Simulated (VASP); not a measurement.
# NiO2 (P-3m1) in VASP: a series of runs, part 2 of 2

VASP 6.6.1. The steps go on from the part before.

## 4. Relaxation of shape and atoms at fixed volume, PBEsol (volume scaled by 0.94)

The input, INCAR:

```
PREC = Accurate
ENCUT = 600
EDIFF = 1E-6
ISMEAR = 0
SIGMA = 0.02
LREAL = False
LASPH = True
NELM = 60
ALGO = Normal
ISIF = 4
LWAVE = False
LCHARG = False
GGA = PS
IBRION = 2
NSW = 50
EDIFFG = -0.01
```

The input, KPOINTS:

```
regular mesh
0
Gamma
  12 12 6
```

The input, POSCAR:

```
NiO2
1.0
    2.7544825951      0.0000000000      0.0000000000
   -1.3772412975      2.3854519017      0.0000000000
    0.0000000000      0.0000000000      4.6867676917
Ni O
1 2
Direct
    0.0000000000      0.0000000000      0.5000000000
    0.6666666667      0.3333333333      0.6970414619
    0.3333333333      0.6666666667      0.3029585381
```

Run with:

```
> cat potpaw_PBE.64/Ni/POTCAR potpaw_PBE.64/O/POTCAR > POTCAR
> mpirun -np 1 vasp_std > vasp.out
```

Run time: 4.9 min. Hardware: 1 thread of Intel Xeon 8259CL, shared host; peak memory 0.2 GiB.

It converged, with:

* Free energy: -18.7614 eV
* Energy gained by relaxing: 8.4 meV/atom
* Ionic steps: 6
* Pressure after relaxing: 0.2 GPa
* Band gap on the k mesh: 0.91 eV, indirect (least direct gap 1.14 eV)

Step by step:
```csv
step,energy change (eV),largest force (eV/Å),pressure (GPa),volume (Å³)
1,0.0000,0.5349,7.44,30.80
2,-0.0197,0.0540,2.62,30.80
3,-0.0208,0.0901,1.31,30.80
4,-0.0244,0.0372,0.53,30.80
5,-0.0250,0.0211,-0.27,30.80
6,-0.0252,0.0012,0.17,30.80
```

Final structure:
```xyz
3
Lattice="2.7878 0.0000 0.0000 -1.3939 2.4143 0.0000 0.0000 0.0000 4.5755" Properties=species:S:1:pos:R:3 pbc="T T T"
Ni    0.0000    0.0000    2.2878
O     1.3939    0.8048    3.2218
O     0.0000    1.6095    1.3538
```

Levels at points of the mesh, in eV from the valence-band top:
```
           k point  band 7  band 8  band 9  band 10  band 11  band 12  band 13  band 14  band 15
(0.00, 0.00, 0.00)   -2.21   -1.12   -1.12    -0.77    -0.42     2.21     2.21     7.74    11.05
(0.50, 0.00, 0.00)   -2.89   -2.21   -1.82    -1.72    -1.07     1.55     2.16    12.51    13.36
(0.00, 0.00, 0.50)   -2.22   -2.11   -1.16    -1.16    -0.10     2.25     2.25     9.91     9.95
(0.50, 0.00, 0.50)   -2.80   -1.83   -1.75    -1.58    -1.15     1.56     2.08    11.72    12.94
```

Caveat: the cell differs from its parent crystal (volume scaled by 0.94); the PAW data sets were made with another functional, which shifts forces and pressure a little. Spin polarisation is off, so any magnetic state and its effect on volume and gap are missing.

## 5. Relaxation of cell and atoms, PBEsol

This run uses another cell than the first one, of 10.44 Å³/atom, 0.928 times its volume.

The input, INCAR:

```
  PREC = Accurate
  ENCUT = 600
  EDIFF = 1E-7
  ISMEAR = 0
  SIGMA = 0.02
  LREAL = False
  LASPH = True
  NELM = 60
  ALGO = Normal
  ISIF = 3
  LWAVE = False
  LCHARG = False
  GGA = PS
  IBRION = 2
  NSW = 100
  EDIFFG = -0.005
```

The input, KPOINTS:

```
Automatic mesh
0
Gamma
  12 12 6
```

The input, POSCAR:

```
NiO2
1.0
    2.7987818650      0.0000000000      0.0000000000
   -1.3993909325      2.4238161948      0.0000000000
    0.0000000000      0.0000000000      4.6182730000
Ni O
1 2
Direct
    0.0000000000      0.0000000000      0.5000000000
    0.6666666700      0.3333333300      0.7060390000
    0.3333333300      0.6666666700      0.2939610000
```

Run with:

```
> cat potpaw_PBE.64/Ni/POTCAR potpaw_PBE.64/O/POTCAR > POTCAR
> mpirun -np 1 vasp_std > vasp.out
```

It took 6.1 min on 1 thread of Intel Xeon 8259CL, shared host; peak memory 0.2 GiB.

The run converged. Its results:

```
Free energy                            : -18.7628 eV
Relaxed volume                         : 10.29 Å³/atom
Relaxed cell                           : a = 2.788 Å, b = 2.788 Å, c = 4.587 Å, α = 90.00°, β = 90.00°, γ = 120.00°
Space group after relaxing (to 0.05 Å) : P-3m1 (No. 164)
Energy gained by relaxing              : 3.5 meV/atom
Ionic steps                            : 8
Pressure after relaxing                : 0.0 GPa
Largest force after relaxing           : 0.003 eV/Å
Band gap on the k mesh                 : 0.91 eV, indirect (least direct gap 1.14 eV)
```

Forces on the atoms (eV/Å):
```
Ni   0.000  0.000  0.000
O    0.000  0.000 -0.003
O    0.000  0.000  0.003
```

Step by step:
| step | energy change (eV) | largest force (eV/Å) | pressure (GPa) | volume (Å³) |
| --- | --- | --- | --- | --- |
| 1 | 0.0000 | 0.4142 | -4.16 | 31.33 |
| 2 | 0.0107 | 0.5274 | 7.01 | 30.12 |
| 3 | -0.0103 | 0.0423 | 0.16 | 30.82 |
| 4 | -0.0103 | 0.0346 | 0.25 | 30.81 |
| 5 | -0.0105 | 0.0102 | 0.14 | 30.85 |
| 6 | -0.0106 | 0.0028 | 0.08 | 30.87 |
| 7 | -0.0106 | 0.0100 | -0.09 | 30.89 |
| 8 | -0.0106 | 0.0031 | 0.00 | 30.88 |

Final structure:
```xyz
3
Lattice="2.7880 0.0000 0.0000 -1.3940 2.4145 0.0000 0.0000 0.0000 4.5875" Properties=species:S:1:pos:R:3 pbc="T T T"
Ni    2.7880    0.0000    2.2937
O     1.3940    0.8048    3.2278
O     0.0000    1.6097    1.3596
```

Levels at points of the mesh, in eV from the valence-band top:
```
           k point  band 8  band 9  band 10  band 11  band 12  band 13  band 14  band 15
(0.00, 0.00, 0.00)   -1.11   -1.11    -0.78    -0.42     2.21     2.21     7.73    11.05
(0.50, 0.00, 0.00)   -2.20   -1.82    -1.72    -1.06     1.55     2.16    12.51    13.36
(0.00, 0.00, 0.50)   -2.10   -1.15    -1.15    -0.10     2.25     2.25     9.89     9.93
(0.50, 0.00, 0.50)   -1.82   -1.75    -1.59    -1.15     1.56     2.08    11.72    12.94
```

Caveat: the PAW data sets were made with another functional, which shifts forces and pressure a little. A k mesh can miss the band edges.

## 6. Relaxation of shape and atoms at fixed volume, PBEsol (volume scaled by 0.97)

The input, INCAR:

```
ALGO = Normal
EDIFF = 1E-7
EDIFFG = -0.01
ENCUT = 600
GGA = PS
IBRION = 2
ISIF = 4
ISMEAR = 0
LASPH = T
LCHARG = F
LREAL = F
LWAVE = F
NELM = 80
NSW = 50
PREC = Accurate
SIGMA = 0.02
```

The input, KPOINTS:

```
k-points
0
Gamma
  12 12 6
```

The input, POSCAR:

```
NiO2
1.0
    2.7563973091      0.0000000000      0.0000000000
   -1.3781986545      2.3871100926      0.0000000000
    0.0000000000      0.0000000000      4.8296286443
Ni O
1 2
Direct
    0.0000000000      0.0000000000      0.5000000000
    0.6666666667      0.3333333333      0.6912080179
    0.3333333333      0.6666666667      0.3087919821
```

Potentials or basis: VASP PAW PBE potentials, release 64 (Ni, O).

Run with:

```
> cat potpaw_PBE.64/Ni/POTCAR potpaw_PBE.64/O/POTCAR > POTCAR
> mpirun -np 1 vasp_std > vasp.out
```

It took 4.8 min on 1 thread of Intel Xeon 8259CL, shared host; peak memory 0.2 GiB.

The run converged. Its results:

```yaml
Free_energy: -18.7635 eV
Energy_gained_by_relaxing: 7.9 meV/atom
Ionic_steps: 5
Pressure_after_relaxing: -0.2 GPa
Band_gap_on_the_k_mesh: 0.96 eV, indirect (least direct gap 1.19 eV)
```

Step by step:
```tsv
step	energy change (eV)	largest force (eV/Å)	pressure (GPa)	volume (Å³)
1	0.0000	0.5207	6.73	31.78
2	-0.0185	0.0538	2.27	31.78
3	-0.0196	0.0856	0.93	31.78
4	-0.0229	0.0349	0.28	31.78
5	-0.0237	0.0018	-0.20	31.78
```

Final structure:
```cif
data_structure
_symmetry_space_group_name_H-M 'P 1'
_symmetry_Int_Tables_number 1
_cell_length_a 2.7883
_cell_length_b 2.7883
_cell_length_c 4.7199
_cell_angle_alpha 90.000
_cell_angle_beta 90.000
_cell_angle_gamma 120.000
_cell_volume 31.78
loop_
_atom_site_label
_atom_site_type_symbol
_atom_site_fract_x
_atom_site_fract_y
_atom_site_fract_z
_atom_site_occupancy
Ni1 Ni 0.00000 0.00000 0.50000 1
O1 O 0.66667 0.33333 0.69791 1
O2 O 0.33333 0.66667 0.30209 1
```

Levels at points of the mesh, in eV from the valence-band top:
```
           k point  band 8  band 9  band 10  band 11  band 12  band 13  band 14  band 15
(0.00, 0.00, 0.00)   -1.09   -1.09    -0.86    -0.37     2.25     2.25     7.66    11.06
(0.50, 0.00, 0.00)   -2.11   -1.79    -1.69    -1.04     1.58     2.18    12.49    13.38
(0.00, 0.00, 0.50)   -1.97   -1.11    -1.11    -0.09     2.28     2.28     9.75     9.85
(0.50, 0.00, 0.50)   -1.79   -1.72    -1.61    -1.11     1.59     2.12    11.76    12.90
```

Caveat: the cell differs from its parent crystal (volume scaled by 0.97); the PAW data sets were made with another functional, which shifts forces and pressure a little. Spin polarisation is off, so any magnetic state and its effect on volume and gap are missing.

## 7. The runs side by side

```csv
task,cell,cutoff (eV),gap on the mesh (eV),pressure (GPa),relaxed volume (Å³/atom),largest force (eV/Å)
single point,"a = 2.784, b = 2.784, c = 5.026 Å, angles 90.0, 90.0, 120.0°, 3 atoms",520,1.06,0.7,-,0.06
single point,"a = 2.784, b = 2.784, c = 5.172 Å, angles 90.0, 90.0, 120.0°, 3 atoms",520,1.10,0.6,-,0.06
relaxation of shape and atoms at fixed volume,"relaxed from a = 2.754, b = 2.754, c = 4.687 Å, angles 90.0, 90.0, 120.0°, 3 atoms",600,0.91,0.2,10.27,-
relaxation of cell and atoms,"relaxed from a = 2.799, b = 2.799, c = 4.618 Å, angles 90.0, 90.0, 120.0°, 3 atoms",600,0.91,0.0,10.29,-
relaxation of shape and atoms at fixed volume,"relaxed from a = 2.756, b = 2.756, c = 4.830 Å, angles 90.0, 90.0, 120.0°, 3 atoms",600,0.96,-0.2,10.59,-
```

Alike in all rows: level PBEsol; potentials or basis VASP PAW PBE potentials, release 64 (Ni, O); no spin polarisation; k mesh 12 × 12 × 6; smearing gaussian 0.02 eV.

Caveats: the PAW data sets were made with another functional, which shifts forces and pressure a little.

Absolute energies hang on the potentials; compare differences alone.
